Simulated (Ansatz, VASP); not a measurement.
**One calculation of SbO4, two programs**

```xyz
5
Lattice="-1.9680 1.9680 4.5050 1.9680 -1.9680 4.5050 1.9680 1.9680 -4.5050" Properties=species:S:1:pos:R:3 pbc="T T T"
Sb    0.0000    0.0000    0.0000
O     0.0000    0.0000    7.0320
O     0.0000    1.9680    0.0000
O     1.9680    0.0000    0.0000
O     0.0000    0.0000    1.9780
```

Change from the starting cell: species swapped into the SnF4 type (I4/mmm, No. 139).

Alike in both runs: functional PBE; k mesh 14 × 14 × 14; occupations gaussian, width 0.1 eV; no spin polarisation.

Ansatz relaxed the structure, and its values are those at the end. VASP's run is a single point on that final structure, the one shown.

```csv
,VASP,Ansatz
version,VASP 6.6.1,Ansatz 0.2.0
potentials or method,"VASP PAW PBE potentials, release 64 (Sb, O), cutoff 520 eV","scalar-relativistic, plane waves, PAW"
valence electrons in the cell,29,39
```

|  | VASP | Ansatz | Ansatz less VASP |
| --- | --- | --- | --- |
| gap on the k mesh at the Fermi level (eV) | none | none | - |
| pressure (GPa) | 0.1 | 0.0 | -0.08 |
| rms of the force components (eV/Å) | 0.018 | 0.000 | -0.0175 |

A gap of «none» marks a metal or a gap that the smearing closes. With one functional, cell and mesh, what is left measures potentials, basis and numerics. VASP's potentials hold 29 valence electrons a cell and Ansatz's 39, so a difference there can come from the potentials and not from the codes.

Neither program's run includes spin-orbit coupling.
